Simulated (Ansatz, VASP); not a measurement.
## One calculation of Al6NiPt5, two programs

Contents of INCAR:

```
PREC = Accurate ; ENCUT = 600
EDIFF = 1E-6 ; ISMEAR = 0
SIGMA = 0.1 ; LREAL = F
LASPH = T ; NELM = 100
ALGO = Fast ; ISIF = 3
LWAVE = F ; LCHARG = F
GGA = PE ; IBRION = 2
NSW = 100 ; EDIFFG = -0.01
```

The input KPOINTS:

```
Automatic mesh
0
Gamma
  8 8 4
```

POSCAR

```
Al6NiPt5
1.0
    4.4199940433      0.0000000000      0.0000000000
    0.0000000000      4.4199940433      0.0000000000
    0.0000000000      0.0000000000      8.8322184271
Al Ni Pt
6 1 5
Direct
    0.5000000000      0.0000000000      0.0000000000
    0.5000000000      0.0000000000      0.3401039445
    0.5000000000      0.0000000000      0.6598960555
    0.0000000000      0.5000000000      0.0000000000
    0.0000000000      0.5000000000      0.3401039445
    0.0000000000      0.5000000000      0.6598960555
    0.0000000000      0.0000000000      0.5000000000
    0.5000000000      0.5000000000      0.1619047606
    0.5000000000      0.5000000000      0.5000000000
    0.5000000000      0.5000000000      0.8380952394
    0.0000000000      0.0000000000      0.1779194195
    0.0000000000      0.0000000000      0.8220805805
```

Input for Ansatz:

```yaml
crystal:
  lattice:
    - [4.4199940433, 0.0, 0.0]
    - [0.0, 4.4199940433, 0.0]
    - [0.0, 0.0, 8.8322184271]
  atoms:
    - { symbol: Al, position: [0.5, 0.0, 0.0] }
    - { symbol: Al, position: [0.5, 0.0, 0.3401039445] }
    - { symbol: Al, position: [0.5, 0.0, 0.6598960555] }
    - { symbol: Al, position: [0.0, 0.5, 0.0] }
    - { symbol: Al, position: [0.0, 0.5, 0.3401039445] }
    - { symbol: Al, position: [0.0, 0.5, 0.6598960555] }
    - { symbol: Ni, position: [0.0, 0.0, 0.5] }
    - { symbol: Pt, position: [0.5, 0.5, 0.1619047606] }
    - { symbol: Pt, position: [0.5, 0.5, 0.5] }
    - { symbol: Pt, position: [0.5, 0.5, 0.8380952394] }
    - { symbol: Pt, position: [0.0, 0.0, 0.1779194195] }
    - { symbol: Pt, position: [0.0, 0.0, 0.8220805805] }
basis:
  ecutwfc: 420
kpoints:
  mp_grid: { grid: [8, 8, 4] }
hamiltonian:
  xc: pbe
scf:
  occupations: { method: gaussian, width: 0.1 }
output:
  forces: true
  stress: true
  eigenvalues: true
  write_density: true
  write_potential: true
  elf: true
  volumetric_format: npy
relax:
  adjacent_minimum: "off"
  f_tol: 0.01
  max_steps: 80
  cell: { stress_tol: 0.05 }
```

Alike in both runs: task relaxation of cell and atoms; functional PBE; k mesh 8 × 8 × 4; occupations gaussian, width 0.1 eV; no spin polarisation.

```csv
,VASP,Ansatz
version,VASP 6.6.1,Ansatz 0.2.0
potentials or method,"VASP PAW PBE potentials, release 64 (Al, Ni, Pt), cutoff 600 eV","scalar-relativistic, plane waves, PAW"
valence electrons in the cell,78,126
```

```csv
,VASP,Ansatz,Ansatz less VASP
"gap on the k mesh at the Fermi level, each at its own relaxed structure (eV)",none,none,-
relaxed volume (Å³/atom),14.45,14.46,+0.012
relaxed cell length with the largest relative difference (Å),9.897,9.903,+0.0063
```

A gap of «none» marks a metal or a gap that the smearing closes. VASP's potentials hold 78 valence electrons a cell and Ansatz's 126, so a difference there can come from the potentials and not from the codes.

Spin-orbit coupling is off throughout.
